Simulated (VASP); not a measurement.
Al3BN2: single point with PBE

Crystal: Al3BN2.

```xyz
6
Lattice="-2.2191 2.2191 4.1391 2.2191 -2.2191 4.1391 2.2191 2.2191 -4.1391" Properties=species:S:1:pos:R:3 pbc="T T T"
Al    0.0000    2.2191    0.0000
Al    2.2191    0.0000    0.0000
Al    0.0000    0.0000    0.0000
B     0.0000    0.0000    4.1391
N     0.0000    0.0000    2.6691
N     0.0000    0.0000    5.6091
```

The cell was built from a structure type or drawn by symmetry, and may not be a known phase.

```yaml
Program: VASP 6.6.1
Task: single point
Functional: PBE
Potentials_or_basis: VASP PAW PBE potentials, release 64 (Al, B, N)
Cutoff: 520 eV
k_mesh: 6 × 6 × 6
Occupations: gaussian, width 0.1 eV
Spin: no spin polarisation
Dipole_correction: no
Further_INCAR_settings: ALGO = Normal; EDIFF = 1e-06; NBANDS = 20
```

```
Pressure               : 14.4 GPa
Largest force          : 3.974 eV/Å
Band gap on the k mesh : zero (bands 11 and 12 overlap by 0.77 eV)
```

Forces on the atoms (eV/Å):
```
Al   0.000  0.000  0.000
Al   0.000  0.000  0.000
Al   0.000  0.000  0.000
B    0.000  0.000  0.000
N    0.000  0.000  3.974
N    0.000  0.000 -3.974
```

Stress tensor (GPa, compression positive):
```
 40.17   0.00   0.00
  0.00  40.17   0.00
  0.00   0.00 -37.25
```

Levels at points of the mesh, in eV from the Fermi level:
| k point | band 7 | band 8 | band 9 | band 10 | band 11 | band 12 | band 13 | band 14 | band 15 | band 16 |
| --- | --- | --- | --- | --- | --- | --- | --- | --- | --- | --- |
| (0.00, 0.00, 0.00) | -3.91 | -2.15 | -2.15 | -0.96 | -0.29 | -0.29 | 1.73 | 3.10 | 4.14 | 4.25 |
| (0.50, 0.00, 0.00) | -3.67 | -2.10 | -2.03 | -1.64 | -0.94 | 1.77 | 2.47 | 2.52 | 2.55 | 4.49 |
| (0.50, 0.50, 0.00) | -3.93 | -3.35 | -1.19 | -0.30 | 0.16 | 1.78 | 2.94 | 3.16 | 4.39 | 4.90 |
| (0.50, 0.50, 0.50) | -3.07 | -1.64 | -0.92 | -0.92 | 0.49 | 0.49 | 0.83 | 2.97 | 2.97 | 3.14 |

It took 59 s on 1 thread of AMD EPYC 9R45 (Zen 5), with other jobs on the host, peak memory 0.21 GiB.

Caveat: the cell stands under pressure; semilocal functionals underestimate gaps, so a narrow gap can read as zero; forces of over 1 eV/Å act on the atoms, so gaps and moduli don't describe the material at rest.
